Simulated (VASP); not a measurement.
# C (Fd-3m) in VASP: further runs, part 2 of 2

VASP 6.6.1.

## 3. Single point, PBE

File INCAR:

```
SYSTEM = C
ALGO     = Normal         ! electronic algorithm
EDIFF    = 1E-6           ! SCF threshold, eV
ENCUT    = 600            ! plane-wave cutoff, eV
GGA      = PE             ! functional
GGA_COMPAT= .FALSE.      
ISIF     = 2              ! what is computed and relaxed
ISMEAR   = -1             ! smearing method
LASPH    = .TRUE.         ! aspherical terms in the spheres
LCHARG   = .TRUE.         ! write CHGCAR
LELF     = .TRUE.         ! ELF
LREAL    = .FALSE.        ! projectors in reciprocal space
LVHAR    = .TRUE.       
LWAVE    = .FALSE.        ! write WAVECAR
NBANDS   = 11             ! bands
NELM     = 120            ! most SCF steps
PREC     = Accurate       ! precision mode
SIGMA    = 0.1            ! smearing width, eV
```

File KPOINTS:

```
k-points
0
G
  11 11 11
  0 0 0
```

File POSCAR:

```
C
1.0
    0.0000000000      1.7834200000      1.7834200000
    1.7834200000      0.0000000000      1.7834200000
    1.7834200000      1.7834200000      0.0000000000
C
2
Direct
    0.5000000000      0.5000000000      0.5000000000
    0.7500000000      0.7500000000      0.7500000000
```

Potentials or basis: VASP PAW PBE potentials, release 64 (C).

Started as:

```sh
cat potpaw_PBE.64/C/POTCAR > POTCAR
mpirun -np 1 vasp_std > vasp.out
```

OUTCAR:

```text
SYSTEM = C
   EDIFF = 1E-6
   ENCUT = 600
   GGA = PE
   ISIF = 2
   ISMEAR = -1
   LASPH = .TRUE.
   LREAL = .FALSE.
   NELM = 120
   PREC = Accurate

 ion  position               nearest neighbor table
   1  0.500  0.500  0.500-   2 1.54   2 1.54   2 1.54   2 1.54
   2  0.750  0.750  0.750-   1 1.54   1 1.54   1 1.54   1 1.54

  LATTYP: Found a face centered cubic cell.
 ALAT       =     3.5668400000

  Lattice vectors:

 A1 = (   0.0000000000,   1.7834200000,   1.7834200000)
 A2 = (   1.7834200000,   0.0000000000,   1.7834200000)
 A3 = (   1.7834200000,   1.7834200000,   0.0000000000)

Analysis of symmetry for initial positions (statically):
=====================================================================
 Subroutine PRICEL returns:
 Original cell was already a primitive cell.

 Routine SETGRP: Setting up the symmetry group for a
 face centered cubic supercell.

 Subroutine GETGRP returns: Found 48 space group operations
 (whereof 24 operations were pure point group operations)
 out of a pool of 48 trial point group operations.

The static configuration has the point symmetry T_d .
 The point group associated with its full space group is O_h .

Analysis of symmetry for dynamics (positions and initial velocities):
=====================================================================
 Subroutine PRICEL returns:
 Original cell was already a primitive cell.

 Routine SETGRP: Setting up the symmetry group for a
 face centered cubic supercell.

 Subroutine GETGRP returns: Found 48 space group operations
 (whereof 24 operations were pure point group operations)
 out of a pool of 48 trial point group operations.

The dynamic configuration has the point symmetry T_d .
 The point group associated with its full space group is O_h .

 Subroutine INISYM returns: Found 48 space group operations
 (whereof 24 operations are pure point group operations),
 and found     1 'primitive' translations

----------------------------------------------------------------------------------------

                                     Primitive cell
[... 114 lines left out ...]
  Thomas-Fermi vector in A             =   2.573996
   LORBIT       =      0    0 simple, 1 ext, 2 COOP (PROOUT), +10 PAW based schemes
   GGA     = PE    functional components
   LHFCALC =     F    Hartree Fock is set to
   AEXX    =    0.0000 exact exchange contribution
   IVDW    =     0    specifies the selected vdW correction
   LEPSILON=     F    determine dielectric tensor
   LRPA    =     F    only Hartree local field effects (RPA)
 non-spin polarized calculation
  energy-cutoff  :      600.00
  volume of cell :       11.34
 maximum number of plane-waves:       388
   NGX =  9   NGY =  9   NGZ =  9

 number of electron       7.9999999 magnetization

 Free energy of the ion-electron system (eV)
  ---------------------------------------------------
  ext. energy  EPLUGINS =         0.00000000
  ---------------------------------------------------
  free energy    TOTEN  =       -18.19008653 eV

  energy without entropy =      -18.19008653  energy(sigma->0) =      -18.19008653

 E-fermi :  11.5739     XC(G=0): -13.2503

 val. band max:        9.7272991871   @ k =   0.0000   0.0000   0.0000
 cond. band min:      13.8558964620   @ k =   0.3636   0.3636   0.0000
 fundamental gap:      4.1285972749
 Fermi energy:        11.5738991140

 k-point     1 :       0.0000    0.0000    0.0000
  band No.  band energies     occupation
      1     -11.7480      2.00000
      2       9.7273      2.00000
      3       9.7273      2.00000
      4       9.7273      2.00000
      5      15.3173      0.00000
      6      15.3173      0.00000
      7      15.3173      0.00000
      8      23.0567      0.00000
      9      29.0212      0.00000
     10      36.2625      0.00000
     11      36.2625      0.00000
[... 309 lines left out ...]
 k-point    24 :      -0.1818    0.1818    0.0000
  band No.  band energies     occupation
      1      -9.3396      2.00000
      2       3.4373      2.00000
      3       4.3670      2.00000
      4       8.0853      2.00000
      5      17.7281      0.00000
      6      18.3786      0.00000
      7      19.5857      0.00000
      8      23.3961      0.00000
      9      29.7458      0.00000
     10      30.8327      0.00000
     11      33.3542      0.00000

 [... further k-points ...]
[... 5 lines left out ...]
  --------------------------------------------------------------------------------------
  -------------------------------------------------------------------------------------
  Total        0.1231565      0.1231565      0.1231565      0.0000000     -0.0000000     -0.0000000
  in kB       17.3930996     17.3930996     17.3930996      0.0000000     -0.0000000     -0.0000000
  external PRESSURE =      17.3930996 kB  Pullay stress =       0.0000000 kB

 VOLUME and BASIS-vectors are now :
 -----------------------------------------------------------------------------
  energy-cutoff  :      600.00
  volume of cell :       11.34
      direct lattice vectors                 reciprocal lattice vectors
     0.000000000  1.783420000  1.783420000    -0.280360207  0.280360207  0.280360207
     1.783420000  0.000000000  1.783420000     0.280360207 -0.280360207  0.280360207
     1.783420000  1.783420000  0.000000000     0.280360207  0.280360207 -0.280360207

 POSITION                                       TOTAL-FORCE (eV/Angst)
 -----------------------------------------------------------------------------------
      1.78342      1.78342      1.78342         0.000000      0.000000      0.000000
      2.67513      2.67513      2.67513        -0.000000     -0.000000     -0.000000
 -----------------------------------------------------------------------------------
    total drift:                                0.000000     -0.000000      0.000000

  FREE ENERGIE OF THE ION-ELECTRON SYSTEM (eV)
  ---------------------------------------------------
  free  energy   TOTEN  =       -18.1900865299 eV

  energy  without entropy=      -18.1900865298  energy(sigma->0) =      -18.19008653
```

It used 8.6 s of CPU time on 1 thread of AMD EPYC 7R13 Processor (Zen 3) (shared host).

What came out:

```
Free energy            : -18.1901 eV
Pressure               : 1.7 GPa
Band gap on the k mesh : 4.13 eV, indirect (least direct gap 5.59 eV)
```

Levels at points of the mesh, in eV from the valence-band top:
| k point | band 1 | band 2 | band 3 | band 4 | band 5 | band 6 | band 7 | band 8 | band 9 |
| --- | --- | --- | --- | --- | --- | --- | --- | --- | --- |
| (0.00, 0.00, 0.00) | -21.48 | 0.00 | 0.00 | 0.00 | 5.59 | 5.59 | 5.59 | 13.33 | 19.29 |

## 4. Single point, PBE

File INCAR:

```
SYSTEM = C
  PREC = Accurate
  ENCUT = 600
  EDIFF = 1E-6
  ISMEAR = -1
  SIGMA = 0.003
  LREAL = .False.
  LASPH = .True.
  NELM = 120
  ALGO = Normal
  ISIF = 2
  LWAVE = .False.
  LCHARG = .False.
  GGA = PE
  NBANDS = 11
  GGA_COMPAT = .False.
```

File KPOINTS:

```
Automatic mesh
0
Gamma
  11 11 11
  0 0 0
```

POSCAR is that of step 3.

Started as:

```sh
cat potpaw_PBE.64/C/POTCAR > POTCAR
mpirun -np 1 vasp_std > vasp.out
```

It used 8.1 s of CPU time on 1 thread of AMD EPYC 7R13 Processor (Zen 3) (shared host).

It converged, with:

```yaml
Free_energy: -18.1901 eV
Pressure: 1.7 GPa
Band_gap_on_the_k_mesh: 4.13 eV, indirect (least direct gap 5.59 eV)
```

Levels at points of the mesh, in eV from the valence-band top:
| k point | band 1 | band 2 | band 3 | band 4 | band 5 | band 6 | band 7 | band 8 |
| --- | --- | --- | --- | --- | --- | --- | --- | --- |
| (0.00, 0.00, 0.00) | -21.48 | 0.00 | 0.00 | 0.00 | 5.59 | 5.59 | 5.59 | 13.33 |

A k mesh can miss the band edges.
